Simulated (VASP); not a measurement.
# BaZnPF in VASP: single point with r2SCAN

Aim: the single point of BaZnPF with r2SCAN.

Everything below comes from runs of VASP 6.6.1. Logs are shortened: lines on timing, memory, paths and dates and some standing lists are left out, and cuts for length are marked.

## Step 1: The cell of the first run

The cell holds an amorphous packing of atoms, 8 atoms: a = 6.017 Å, b = 5.645 Å, c = 5.883 Å, α = 102.78°, β = 78.85°, γ = 112.26°.

## Step 2: Single point, r2SCAN

POSCAR

```
BaZnPF
1.0
    5.8300240000     -1.1868620000      0.8969340000
   -1.0106400000      5.5353030000     -0.4520410000
    0.1091490000     -0.8321450000      5.8228160000
Ba Zn P F
2 2 2 2
Direct
    0.5178300000      0.7137080000      0.9820550000
    0.1278340000      0.7423440000      0.5663360000
    0.9009080000      0.2348880000      0.2101660000
    0.7579710000      0.2790010000      0.8327180000
    0.0376970000      0.8512100000      0.1067720000
    0.4084510000      0.3215590000      0.5194860000
    0.6659670000      0.6934860000      0.4917380000
    0.0731320000      0.1828840000      0.8490480000
```

INCAR.step1

```
SYSTEM = BaZnPF
PREC     = Accurate       ! precision mode
ENCUT    = 520            ! plane-wave cutoff, eV
ISMEAR   = 1              ! smearing method
SIGMA    = 0.1059         ! smearing width, eV
LREAL    = .FALSE.        ! projectors in reciprocal space
LASPH    = .TRUE.         ! aspherical terms in the spheres
NELM     = 100            ! most SCF steps
NBANDS   = 44             ! bands
GGA      = PE             ! functional
ALGO     = Normal         ! electronic algorithm
EDIFF    = 1E-4           ! SCF threshold, eV
LWAVE    = .TRUE.         ! write WAVECAR
LCHARG   = .FALSE.        ! write CHGCAR
```

INCAR.step2

```
SYSTEM = BaZnPF
PREC     = Accurate       ! precision mode
ENCUT    = 520            ! plane-wave cutoff, eV
EDIFF    = 1E-6           ! SCF threshold, eV
ISMEAR   = 1              ! smearing method
SIGMA    = 0.1059         ! smearing width, eV
LREAL    = .FALSE.        ! projectors in reciprocal space
LASPH    = .TRUE.         ! aspherical terms in the spheres
NELM     = 100            ! most SCF steps
ALGO     = Normal         ! electronic algorithm
ISIF     = 2              ! what is computed and relaxed
LWAVE    = .FALSE.        ! write WAVECAR
LCHARG   = .TRUE.         ! write CHGCAR
METAGGA  = R2SCAN         ! meta-GGA
LMIXTAU  = .TRUE.       
LELF     = .TRUE.         ! ELF
LVHAR    = .TRUE.       
NBANDS   = 44             ! bands
ISTART   = 1
```

KPOINTS

```
Automatic mesh
0
Gamma
  3 4 3
  0 0.5 0.5
```

Potentials or basis: VASP PAW PBE potentials, release 64 (Ba_sv, Zn, P, F).

Run with:

```sh
> cat potpaw_PBE.64/Ba_sv/POTCAR potpaw_PBE.64/Zn/POTCAR potpaw_PBE.64/P/POTCAR potpaw_PBE.64/F/POTCAR > POTCAR
> cp INCAR.step1 INCAR
> mpirun -np 1 vasp_std > vasp.out
> cp INCAR.step2 INCAR
> mpirun -np 1 vasp_std > vasp.out
```

OUTCAR:

```text
SYSTEM = BaZnPF
   PREC = Accurate
   ENCUT = 520
   EDIFF = 1E-6
   ISMEAR = 1
   LREAL = .FALSE.
   LASPH = .TRUE.
   NELM = 100
   ISIF = 2
   METAGGA = R2SCAN
   ISTART = 1

 ion  position               nearest neighbor table
   1  0.518  0.714  0.982-   7 2.84   6 3.11   5 3.12   3 3.17   5 3.18   4 3.18   4 3.21   8 3.23
                             7 3.33   2 3.77   2 3.78   3 3.87   2 3.97
   2  0.128  0.742  0.566-   8 2.76   7 2.80   5 3.08   5 3.09   6 3.11   3 3.15   4 3.21   7 3.29
                             6 3.34   1 3.77   1 3.78   1 3.97
   3  0.901  0.235  0.210-   8 2.19   5 2.51   4 2.62   2 3.15   1 3.17   1 3.87
   4  0.758  0.279  0.833-   8 2.18   3 2.62   1 3.18   1 3.21   2 3.21
   5  0.038  0.851  0.107-   3 2.51   2 3.08   2 3.09   1 3.12   1 3.18
   6  0.408  0.322  0.519-   7 2.10   2 3.11   1 3.11   2 3.34
   7  0.666  0.693  0.492-   6 2.10   2 2.80   1 2.84   2 3.29   1 3.33
   8  0.073  0.183  0.849-   4 2.18   3 2.19   2 2.76   1 3.23

  LATTYP: Found a triclinic cell.
 ALAT       =     9.1926712795
 B/A-ratio  =     0.9800806141
 C/A-ratio  =     1.2172247994
 COS(alpha) =     0.0021194969
 COS(beta)  =     0.6404918845
 COS(gamma) =     0.7446340036

  Lattice vectors:

 A1 = (   5.9391730000,  -2.0190070000,   6.7197500000)
 A2 = (   1.1197890000,  -6.3674480000,   6.2748570000)
 A3 = (  10.6494080000,   3.1615790000,   1.3418270000)

Analysis of symmetry for initial positions (statically):
=====================================================================
 Subroutine PRICEL returns:
 Original cell was already a primitive cell.

 Routine SETGRP: Setting up the symmetry group for a
 triclinic supercell.

 Subroutine GETGRP returns: Found  1 space group operations
 (whereof  1 operations were pure point group operations)
 out of a pool of  2 trial point group operations.

The static configuration has the point symmetry C_1 .

Analysis of symmetry for dynamics (positions and initial velocities):
=====================================================================
 Subroutine PRICEL returns:
 Original cell was already a primitive cell.

 Routine SETGRP: Setting up the symmetry group for a
 triclinic supercell.

 Subroutine GETGRP returns: Found  1 space group operations
 (whereof  1 operations were pure point group operations)
 out of a pool of  2 trial point group operations.

The dynamic configuration has the point symmetry C_1 .

 Subroutine INISYM returns: Found  1 space group operations
 (whereof  1 operations are pure point group operations),
 and found     1 'primitive' translations

----------------------------------------------------------------------------------------

                                     Primitive cell

  volume of cell :     179.0013

  direct lattice vectors                    reciprocal lattice vectors
     5.830024000 -1.186862000  0.896934000     0.177958948  0.032599932  0.001323042
    -1.010640000  5.535303000 -0.452041000     0.034438292  0.189100600  0.026379026
     0.109149000 -0.832145000  5.822816000    -0.024738874  0.009658769  0.173582287

  length of vectors
     6.016835701  5.644936986  5.882989459     0.180925104  0.194012592  0.175602147

  position of ions in fractional coordinates (direct lattice)
     0.517830000  0.713708000  0.982055000
     0.127834000  0.742344000  0.566336000
     0.900908000  0.234888000  0.210166000
     0.757971000  0.279001000  0.832718000
     0.037697000  0.851210000  0.106772000
     0.408451000  0.321559000  0.519486000
     0.665967000  0.693486000  0.491738000
     0.073132000  0.182884000  0.849048000

  ion indices of the primitive-cell ions
   primitive index   ion index
                 1           1
                 2           2
                 3           3
                 4           4
                 5           5
                 6           6
                 7           7
                 8           8

----------------------------------------------------------------------------------------

 KPOINTS: Automatic mesh

Automatic generation of k-mesh.
 Grid dimensions read from file:
 generate k-points for:    3    4    3

 Generating k-lattice:

  Cartesian coordinates                     Fractional coordinates (reciprocal lattice)
     0.059319649  0.010866644  0.000441014     0.333333333 -0.000000000  0.000000000
     0.008609573  0.047275150  0.006594756    -0.000000000  0.250000000 -0.000000000
    -0.008246291  0.003219590  0.057860762     0.000000000  0.000000000  0.333333333

  Length of vectors
     0.060308368  0.048503148  0.058534049

  Shift w.r.t. Gamma in fractional coordinates (k-lattice)
     0.000000000  0.500000000  0.500000000

 Subroutine IBZKPT returns following result:
 ===========================================

 Found     18 irreducible k-points:

 Following reciprocal coordinates:
            Coordinates               Weight
 -0.000000  0.125000  0.166667      2.000000
  0.333333  0.125000  0.166667      2.000000
 -0.333333  0.125000  0.166667      2.000000
 -0.000000  0.375000  0.166667      2.000000
  0.333333  0.375000  0.166667      2.000000
 -0.333333  0.375000  0.166667      2.000000
[... 10 lines left out ...]
  0.333333  0.375000  0.500000      2.000000
 -0.333333  0.375000  0.500000      2.000000
   k-points           NKPTS =     18   k-points in BZ     NKDIM =     18   number of bands    NBANDS=     44
   number of dos      NEDOS =    301   number of ions     NIONS =      8
   total plane-waves  NPLWV =  96768
   dimension x,y,z NGX =    48 NGY =   42 NGZ =   48
   dimension x,y,z NGXF=    96 NGYF=   84 NGZF=   96
   ions per type =               2   2   2   2
   NGX,Y,Z   is equivalent  to a cutoff of  13.26, 12.37, 13.56 a.u.
   NGXF,Y,Z  is equivalent  to a cutoff of  26.52, 24.74, 27.13 a.u.
 SYSTEM =  BaZnPF
   PREC   = accura    normal or accurate (medium, high low for compatibility)
   ISTART =      1    job   : 0-new  1-cont  2-samecut
   ICHARG =      0    charge: 1-file 2-atom 10-const
   ISPIN  =      1    spin polarized calculation?
   LNONCOLLINEAR =      F non collinear calculations
   LSORBIT =      F    spin-orbit coupling
   LASPH  =      T    aspherical Exc in radial PAW
   ENCUT  =  520.0 eV  38.22 Ry    6.18 a.u.  11.19 10.50 10.94*2*pi/ulx,y,z
   NELM   =    100;   NELMIN=  2; NELMDL=  0     # of ELM steps
   EDIFF  = 0.1E-05   stopping-criterion for ELM
   LREAL  =      F    real-space projection
   EDIFFG = 0.1E-04   stopping-criterion for IOM
   NSW    =      0    number of steps for IOM
   IBRION =     -1    ionic relax: 0-MD 1-quasi-New 2-CG
   NFREE  =      0    steps in history (QN), initial steepest desc. (CG)
   ISIF   =      2    stress and relaxation
   ISYM   =      2    0-nonsym 1-usesym 2-fastsym
   POTIM  = 0.5000    time-step for ionic-motion
   TEBEG  =    0.0;   TEEND  =   0.0 temperature during run
   PSTRESS=    0.0 pullay stress
   NELECT =      68.0000    total number of electrons
   NUPDOWN=      -1.0000    fix difference up-down
   EMIN   =  10.00;   EMAX   =-10.00  energy-range for DOS
   EFERMI =   0.00;   METHOD = LEGACY
   ISMEAR =     1;   SIGMA  =   0.11  broadening in eV -4-tet -1-fermi 0-gaus
   EFERMI_NEDOS =   21; number of points for ismear=-14 and -15
   IALGO  =     38    algorithm
   IMIX   =      4    mixing-type and parameters
     AMIX     =   0.40;   BMIX     =  1.00
     AMIX_MAG =   1.60;   BMIX_MAG =  1.00
  volume/ion in A,a.u.               =      22.38       151.00
  Fermi-wavevector in a.u.,A,eV,Ry     =   1.185657  2.240567 19.126831  1.405782
  Thomas-Fermi vector in A             =   2.321846
   LORBIT       =      0    0 simple, 1 ext, 2 COOP (PROOUT), +10 PAW based schemes
   METAGGA = R2SCAN    functional components
   LHFCALC =     F    Hartree Fock is set to
   AEXX    =    0.0000 exact exchange contribution
   IVDW    =     0    specifies the selected vdW correction
   LEPSILON=     F    determine dielectric tensor
   LRPA    =     F    only Hartree local field effects (RPA)
 non-spin polarized calculation
 Methfessel and Paxton  Order N= 1 SIGMA  =   0.11
  energy-cutoff  :      520.00
  volume of cell :      179.00
 maximum number of plane-waves:      4842
 NGX is ok and might be reduce to    48
   NGX = 23   NGY = 21   NGZ = 21

 number of electron      68.0000007 magnetization

 Free energy of the ion-electron system (eV)
  ---------------------------------------------------
  ext. energy  EPLUGINS =         0.00000000
  ---------------------------------------------------
  free energy    TOTEN  =      -100.72913656 eV

  energy without entropy =     -100.73054848  energy(sigma->0) =     -100.72960720

 E-fermi :   2.9511     XC(G=0):  -9.9286

 val. band max:        2.9243577993   @ k =  -0.3333   0.1250   0.5000
 cond. band min:       3.0308636183   @ k =  -0.3333  -0.3750   0.1667
 fundamental gap:      0.1065058190
 Fermi energy:         2.9511196174

 k-point     1 :      -0.0000    0.1250    0.1667
  band No.  band energies     occupation
      1     -25.9433      2.00000
      2     -25.6774      2.00000
      3     -22.6425      2.00000
      4     -22.4922      2.00000
      5     -11.2196      2.00000
      6     -11.0479      2.00000
[... 36 lines left out ...]
     43       7.9065      0.00000
     44       8.1923      0.00000

 k-point     2 :       0.3333    0.1250    0.1667
  band No.  band energies     occupation
      1     -25.9328      2.00000
      2     -25.6827      2.00000
      3     -22.6533      2.00000
      4     -22.4947      2.00000
      5     -11.2624      2.00000
      6     -11.0489      2.00000
[... 36 lines left out ...]
     43       7.7640      0.00000
     44       7.9957      0.00000

 k-point     3 :      -0.3333    0.1250    0.1667
  band No.  band energies     occupation
      1     -25.9277      2.00000
      2     -25.6894      2.00000
      3     -22.6527      2.00000
      4     -22.4927      2.00000
      5     -11.1738      2.00000
      6     -10.9677      2.00000
[... 36 lines left out ...]
     43       7.5212      0.00000
     44       8.0887      0.00000

 k-point     4 :      -0.0000    0.3750    0.1667
  band No.  band energies     occupation
      1     -25.9401      2.00000
      2     -25.6769      2.00000
      3     -22.6429      2.00000
      4     -22.4972      2.00000
      5     -11.2262      2.00000
      6     -11.0357      2.00000
[... 600 lines left out ...]
     43       7.4871      0.00000
     44       7.8482      0.00000

 k-point    17 :       0.3333    0.3750    0.5000
  band No.  band energies     occupation
      1     -25.9202      2.00000
      2     -25.6898      2.00000
      3     -22.6612      2.00000
      4     -22.4957      2.00000
      5     -11.3711      2.00000
      6     -11.0804      2.00000
[... 36 lines left out ...]
     43       7.3007      0.00000
     44       7.7852      0.00000

 k-point    18 :      -0.3333    0.3750    0.5000
  band No.  band energies     occupation
      1     -25.9213      2.00000
      2     -25.6895      2.00000
      3     -22.6608      2.00000
      4     -22.4940      2.00000
      5     -11.3750      2.00000
      6     -11.0753      2.00000
[... 36 lines left out ...]
     43       7.8034      0.00000
     44       7.9914      0.00000

------------------------ aborting loop because EDIFF is reached ----------------------------------------

  FORCE on cell =-STRESS in cart. coord.  units (eV):
  Direction    XX          YY          ZZ          XY          YZ          ZX
  --------------------------------------------------------------------------------------
  -------------------------------------------------------------------------------------
  Total        1.9390776      2.6241023      5.7257073      3.2497840     -1.4582797     -2.4518251
  in kB       17.3559956     23.4874083     51.2487747     29.0876635    -13.0525440    -21.9454166
  external PRESSURE =      30.6973929 kB  Pullay stress =       0.0000000 kB

 VOLUME and BASIS-vectors are now :
 -----------------------------------------------------------------------------
  energy-cutoff  :      520.00
  volume of cell :      179.00
      direct lattice vectors                 reciprocal lattice vectors
     5.830024000 -1.186862000  0.896934000     0.177958948  0.032599932  0.001323042
    -1.010640000  5.535303000 -0.452041000     0.034438292  0.189100600  0.026379026
     0.109149000 -0.832145000  5.822816000    -0.024738874  0.009658769  0.173582287

 POSITION                                       TOTAL-FORCE (eV/Angst)
 -----------------------------------------------------------------------------------
      2.40485      2.51879      5.86016        -0.631513     -0.727189      0.474062
      0.05685      3.48610      3.07676         0.330431      0.815718      0.201101
      5.03787      0.05603      1.92563         0.054665     -0.451597      0.146182
      4.22791     -0.04819      5.40249        -0.140006      0.285481      0.013481
     -0.62884      4.57811      0.27074        -0.146952     -0.766716      0.330547
      2.11300      0.86286      3.24587         1.024869      0.572325     -0.781005
      3.23541      2.63905      3.14714        -0.335837     -0.202512      0.463936
      0.33420      0.21899      4.92677        -0.155657      0.474489     -0.848304
 -----------------------------------------------------------------------------------
    total drift:                               -0.006345     -0.009679     -0.009348

  FREE ENERGIE OF THE ION-ELECTRON SYSTEM (eV)
  ---------------------------------------------------
  free  energy   TOTEN  =      -100.7291365571 eV

  energy  without entropy=     -100.7305484780  energy(sigma->0) =     -100.72960720
```

Wall time 17 min (1 thread of AMD EPYC 9755, shared host); peak memory 0.37 GiB.

What came out:

- Free energy: -100.7291 eV
- Pressure: 3.1 GPa
- Largest force: 1.410 eV/Å
- Band gap on the k mesh: zero (band 34 reaches 3.08 eV, above the bottom of band 35 at 2.79 eV)

Forces in eV/Å, atoms in the order of the input:
```
Ba  -0.632 -0.727  0.474
Ba   0.330  0.816  0.201
Zn   0.055 -0.452  0.146
Zn  -0.140  0.285  0.013
P   -0.147 -0.767  0.331
P    1.025  0.572 -0.781
F   -0.336 -0.203  0.464
F   -0.156  0.474 -0.848
```

Stress tensor (GPa, compression positive):
```
 1.74  2.91 -2.19
 2.91  2.35 -1.31
-2.19 -1.31  5.12
```

Levels at points of the mesh, in eV from the Fermi level:
| k point | band 30 | band 31 | band 32 | band 33 | band 34 | band 35 | band 36 | band 37 | band 38 | band 39 |
| --- | --- | --- | --- | --- | --- | --- | --- | --- | --- | --- |
| (0.00, 0.12, 0.17) | -2.60 | -1.74 | -1.30 | -0.68 | -0.38 | 0.26 | 0.55 | 1.49 | 2.00 | 2.68 |

Caveat: the k points lie up to 0.38 Å⁻¹ apart; the PAW data sets were made with another functional, which shifts forces and pressure a little; spin-orbit coupling is left out, which moves the levels of the heavy elements.
